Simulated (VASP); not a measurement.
# TaN (P-6m2) in VASP: notebook

The runs below take TaN through single point, relaxation of cell and atoms, with PBEsol.

All numbers are computed with VASP 6.6.1; they aren't measurements. Logs are shortened: lines on timing, memory, paths and dates and some standing lists are left out, and cuts for length are marked.

### Step 1. The cell of the first run

Symmetry: P-6m2, No. 187, hexagonal system. Conventional cell: a = 2.924 Å, b = 2.924 Å, c = 2.871 Å, α = 90.00°, β = 90.00°, γ = 120.00°. Within 3.0 Å of Ta (site symmetry -6m2) lie 6 N at 2.22 Å and 8 Ta at 2.87 to 2.92 Å. N (site symmetry -6m2) has 6 Ta at 2.22 Å and 8 N at 2.87 to 2.92 Å within 3.0 Å.

### Step 2. Single point, PBEsol

INCAR

```
SYSTEM = TaN
PREC = Accurate ; ENCUT = 520
EDIFF = 1E-6 ; ISMEAR = -1
SIGMA = 0.08 ; LREAL = .FALSE.
LASPH = .TRUE. ; NELM = 60
ALGO = Normal ; ISIF = 2
LWAVE = .FALSE. ; LCHARG = .FALSE.
GGA = PS ; NBANDS = 15
```

KPOINTS

```
Automatic mesh
0
G
  15 15 14
  0 0 0
```

POSCAR

```
TaN
1.0
    2.9240355266      0.0000000000      0.0000000000
   -1.4620177633      2.5322890476      0.0000000000
    0.0000000000      0.0000000000      2.8706421548
Ta N
1 1
Direct
    0.0000000000      0.0000000000      0.5000000000
    0.6666666667      0.3333333333      0.0000000000
```

Potentials or basis: VASP PAW PBE potentials, release 64 (Ta_pv, N).

On the command line:

```
> cat potpaw_PBE.64/Ta_pv/POTCAR potpaw_PBE.64/N/POTCAR > POTCAR
> mpirun -np 1 vasp_std > vasp.out
```

OUTCAR:

```text
SYSTEM = TaN
   PREC = Accurate
   ENCUT = 520
   EDIFF = 1E-6
   ISMEAR = -1
   LREAL = .FALSE.
   LASPH = .TRUE.
   NELM = 60
   ISIF = 2
   GGA = PS

 ion  position               nearest neighbor table
   1  0.000  0.000  0.500-   2 2.22   2 2.22   2 2.22   2 2.22   2 2.22   2 2.22
   2  0.667  0.333  0.000-   1 2.22   1 2.22   1 2.22   1 2.22   1 2.22   1 2.22

  LATTYP: Found a hexagonal cell.
 ALAT       =     2.9240355266
 C/A-ratio  =     0.9817398348

  Lattice vectors:

 A1 = (   2.9240355266,   0.0000000000,   0.0000000000)
 A2 = (  -1.4620177633,   2.5322890476,   0.0000000000)
 A3 = (   0.0000000000,   0.0000000000,   2.8706421548)

Analysis of symmetry for initial positions (statically):
=====================================================================
 Subroutine PRICEL returns:
 Original cell was already a primitive cell.

 Routine SETGRP: Setting up the symmetry group for a
 hexagonal supercell.

 Subroutine GETGRP returns: Found 12 space group operations
 (whereof 12 operations were pure point group operations)
 out of a pool of 24 trial point group operations.

The static configuration has the point symmetry D_3h.

Analysis of symmetry for dynamics (positions and initial velocities):
=====================================================================
 Subroutine PRICEL returns:
 Original cell was already a primitive cell.

 Routine SETGRP: Setting up the symmetry group for a
 hexagonal supercell.

 Subroutine GETGRP returns: Found 12 space group operations
 (whereof 12 operations were pure point group operations)
 out of a pool of 24 trial point group operations.

The dynamic configuration has the point symmetry D_3h.

 Subroutine INISYM returns: Found 12 space group operations
 (whereof 12 operations are pure point group operations),
 and found     1 'primitive' translations

----------------------------------------------------------------------------------------

                                     Primitive cell

  volume of cell :      21.2557

  direct lattice vectors                    reciprocal lattice vectors
     2.924035527  0.000000000  0.000000000     0.341993109  0.197449813  0.000000000
    -1.462017763  2.532289048  0.000000000     0.000000000  0.394899627  0.000000000
     0.000000000  0.000000000  2.870642155     0.000000000  0.000000000  0.348354112

  length of vectors
     2.924035527  2.924035527  2.870642155     0.394899627  0.394899627  0.348354112

  position of ions in fractional coordinates (direct lattice)
     0.000000000  0.000000000  0.500000000
     0.666666667  0.333333333  0.000000000

  ion indices of the primitive-cell ions
   primitive index   ion index
                 1           1
                 2           2

----------------------------------------------------------------------------------------

 KPOINTS: Automatic mesh

Automatic generation of k-mesh.
 Grid dimensions read from file:
 generate k-points for:   15   15   14

 Generating k-lattice:

  Cartesian coordinates                     Fractional coordinates (reciprocal lattice)
     0.022799541  0.013163321  0.000000000     0.066666667  0.000000000  0.000000000
     0.000000000  0.026326642  0.000000000     0.000000000  0.066666667  0.000000000
     0.000000000  0.000000000  0.024882437     0.000000000  0.000000000  0.071428571

  Length of vectors
     0.026326642  0.026326642  0.024882437

  Shift w.r.t. Gamma in fractional coordinates (k-lattice)
     0.000000000  0.000000000  0.000000000

 Subroutine IBZKPT returns following result:
 ===========================================

 Found    216 irreducible k-points:

 Following reciprocal coordinates:
            Coordinates               Weight
  0.000000  0.000000  0.000000      1.000000
  0.066667 -0.000000  0.000000      6.000000
  0.133333 -0.000000  0.000000      6.000000
  0.200000 -0.000000  0.000000      6.000000
  0.266667 -0.000000  0.000000      6.000000
  0.333333 -0.000000  0.000000      6.000000
[... 16 lines left out ...]
  0.333333  0.200000  0.000000     12.000000
  0.400000  0.200000  0.000000      6.000000
 [... further k-points ...]
   k-points           NKPTS =    216   k-points in BZ     NKDIM =    216   number of bands    NBANDS=     15
   number of dos      NEDOS =    301   number of ions     NIONS =      2
   total plane-waves  NPLWV =  13824
   dimension x,y,z NGX =    24 NGY =   24 NGZ =   24
   dimension x,y,z NGXF=    48 NGYF=   48 NGZF=   48
   ions per type =               1   1
   NGX,Y,Z   is equivalent  to a cutoff of  13.65, 13.65, 13.90 a.u.
   NGXF,Y,Z  is equivalent  to a cutoff of  27.29, 27.29, 27.80 a.u.
 SYSTEM =  TaN
   PREC   = accura    normal or accurate (medium, high low for compatibility)
   ISTART =      0    job   : 0-new  1-cont  2-samecut
   ICHARG =      2    charge: 1-file 2-atom 10-const
   ISPIN  =      1    spin polarized calculation?
   LNONCOLLINEAR =      F non collinear calculations
   LSORBIT =      F    spin-orbit coupling
   LASPH  =      T    aspherical Exc in radial PAW
   ENCUT  =  520.0 eV  38.22 Ry    6.18 a.u.   5.44  5.44  5.34*2*pi/ulx,y,z
   NELM   =     60;   NELMIN=  2; NELMDL= -5     # of ELM steps
   EDIFF  = 0.1E-05   stopping-criterion for ELM
   LREAL  =      F    real-space projection
   EDIFFG = 0.1E-04   stopping-criterion for IOM
   NSW    =      0    number of steps for IOM
   IBRION =     -1    ionic relax: 0-MD 1-quasi-New 2-CG
   NFREE  =      0    steps in history (QN), initial steepest desc. (CG)
   ISIF   =      2    stress and relaxation
   ISYM   =      2    0-nonsym 1-usesym 2-fastsym
   POTIM  = 0.5000    time-step for ionic-motion
   TEBEG  =    0.0;   TEEND  =   0.0 temperature during run
   PSTRESS=    0.0 pullay stress
   NELECT =      16.0000    total number of electrons
   NUPDOWN=      -1.0000    fix difference up-down
   EMIN   =  10.00;   EMAX   =-10.00  energy-range for DOS
   EFERMI =   0.00;   METHOD = LEGACY
   ISMEAR =    -1;   SIGMA  =   0.08  broadening in eV -4-tet -1-fermi 0-gaus
   EFERMI_NEDOS =   21; number of points for ismear=-14 and -15
   IALGO  =     38    algorithm
   IMIX   =      4    mixing-type and parameters
     AMIX     =   0.40;   BMIX     =  1.00
     AMIX_MAG =   1.60;   BMIX_MAG =  1.00
  volume/ion in A,a.u.               =      10.63        71.72
  Fermi-wavevector in a.u.,A,eV,Ry     =   1.489212  2.814202 30.174349  2.217752
  Thomas-Fermi vector in A             =   2.602149
   LORBIT       =      0    0 simple, 1 ext, 2 COOP (PROOUT), +10 PAW based schemes
   GGA     = PS    functional components
   LHFCALC =     F    Hartree Fock is set to
   AEXX    =    0.0000 exact exchange contribution
   IVDW    =     0    specifies the selected vdW correction
   LEPSILON=     F    determine dielectric tensor
   LRPA    =     F    only Hartree local field effects (RPA)
 non-spin polarized calculation
  energy-cutoff  :      520.00
  volume of cell :       21.26
 maximum number of plane-waves:       599
 NGX is ok and might be reduce to    24
   NGX = 11   NGY = 11   NGZ = 11

 number of electron      16.0000000 magnetization

 Free energy of the ion-electron system (eV)
  ---------------------------------------------------
  ext. energy  EPLUGINS =         0.00000000
  ---------------------------------------------------
  free energy    TOTEN  =       -23.80630514 eV

  energy without entropy =      -23.80479186  energy(sigma->0) =      -23.80554850

 E-fermi :   8.2205     XC(G=0): -13.5809

 val. band max:        8.1676241593   @ k =   0.0000   0.0000   0.4286
 cond. band min:       8.2889008983   @ k =   0.0667  -0.0000   0.5000
 fundamental gap:      0.1212767390
 Fermi energy:         8.2205097731

 k-point     1 :       0.0000    0.0000    0.0000
  band No.  band energies     occupation
      1     -26.5029      2.00000
      2     -26.2277      2.00000
      3     -26.2277      2.00000
      4      -9.6047      2.00000
      5       3.6167      2.00000
      6       3.6167      2.00000
      7       3.9451      2.00000
      8       5.3089      2.00000
      9      10.5605      0.00000
     10      11.8970      0.00000
     11      11.8970      0.00000
     12      12.2956      0.00000
     13      12.2956      0.00000
     14      21.3347      0.00000
     15      21.7382      0.00000

 k-point     2 :       0.0667   -0.0000    0.0000
  band No.  band energies     occupation
      1     -26.4963      2.00000
      2     -26.2793      2.00000
      3     -26.2386      2.00000
      4      -9.5083      2.00000
      5       3.3202      2.00000
      6       3.6895      2.00000
      7       4.0899      2.00000
      8       5.1697      2.00000
      9      10.9088      0.00000
     10      11.6926      0.00000
     11      11.9102      0.00000
     12      12.2462      0.00000
     13      12.4249      0.00000
     14      21.3258      0.00000
     15      21.7301      0.00000

 k-point     3 :       0.1333   -0.0000    0.0000
  band No.  band energies     occupation
      1     -26.4779      2.00000
      2     -26.4228      2.00000
      3     -26.2693      2.00000
      4      -9.2346      2.00000
      5       2.6580      2.00000
      6       3.8920      2.00000
      7       4.4197      2.00000
      8       4.8062      2.00000
      9      11.1417      0.00000
     10      11.8277      0.00000
     11      11.9686      0.00000
     12      12.1095      0.00000
     13      12.7417      0.00000
     14      21.3006      0.00000
     15      21.7131      0.00000
[... 343 lines left out ...]
 k-point    23 :       0.3333    0.2000    0.0000
  band No.  band energies     occupation
      1     -27.1762      2.00000
      2     -26.6941      2.00000
      3     -26.3434      2.00000
      4      -7.0722      2.00000
      5       0.2997      2.00000
      6       3.0492      2.00000
      7       3.2281      2.00000
      8       6.9304      2.00000
      9       9.8502      0.00000
     10      10.1758      0.00000
     11      12.3852      0.00000
     12      15.2619      0.00000
     13      18.4647      0.00000
     14      21.1322      0.00000
     15      21.7232      0.00000

 k-point    24 :       0.4000    0.2000    0.0000
  band No.  band energies     occupation
      1     -27.1966      2.00000
      2     -26.7190      2.00000
      3     -26.3380      2.00000
      4      -6.9735      2.00000
      5       0.2610      2.00000
      6       3.0004      2.00000
      7       3.1042      2.00000
      8       7.0003      2.00000
      9       9.7461      0.00000
     10      10.8108      0.00000
     11      11.7128      0.00000
     12      15.3512      0.00000
     13      19.4837      0.00000
     14      20.4829      0.00000
     15      21.6950      0.00000

 [... further k-points ...]
[... 5 lines left out ...]
  --------------------------------------------------------------------------------------
  -------------------------------------------------------------------------------------
  Total        0.1033527      0.1033527      0.1304174      0.0000000      0.0000000      0.0000000
  in kB        7.7903565      7.7903565      9.8304001      0.0000000      0.0000000      0.0000000
  external PRESSURE =       8.4703711 kB  Pullay stress =       0.0000000 kB

 VOLUME and BASIS-vectors are now :
 -----------------------------------------------------------------------------
  energy-cutoff  :      520.00
  volume of cell :       21.26
      direct lattice vectors                 reciprocal lattice vectors
     2.924035527  0.000000000  0.000000000     0.341993109  0.197449813  0.000000000
    -1.462017763  2.532289048  0.000000000     0.000000000  0.394899627  0.000000000
     0.000000000  0.000000000  2.870642155     0.000000000  0.000000000  0.348354112

 POSITION                                       TOTAL-FORCE (eV/Angst)
 -----------------------------------------------------------------------------------
      0.00000      0.00000      1.43532         0.000000      0.000000      0.000000
      1.46202      0.84410      0.00000        -0.000000      0.000000      0.000000
 -----------------------------------------------------------------------------------
    total drift:                               -0.000000      0.000000      0.000000

  FREE ENERGIE OF THE ION-ELECTRON SYSTEM (eV)
  ---------------------------------------------------
  free  energy   TOTEN  =       -23.8063051382 eV

  energy  without entropy=      -23.8047918648  energy(sigma->0) =      -23.80554850
```

It took 38 s on 1 thread of Intel Xeon 6975P-C (Granite Rapids), shared host; peak memory 0.19 GiB.

Results:

| Property | Result |
| --- | --- |
| Free energy | -23.8063 eV |
| Pressure | 0.8 GPa |
| Band gap on the k mesh | zero (bands 8 and 9 overlap by 0.35 eV) |

Caveat: the PAW data sets were made with another functional, which shifts forces and pressure a little; spin-orbit coupling is left out, which moves the levels of the heavy elements.

(Part 1 of 2 ends here.)

The gap in the log of VASP goes by the Fermi energy; the results here count the filled bands.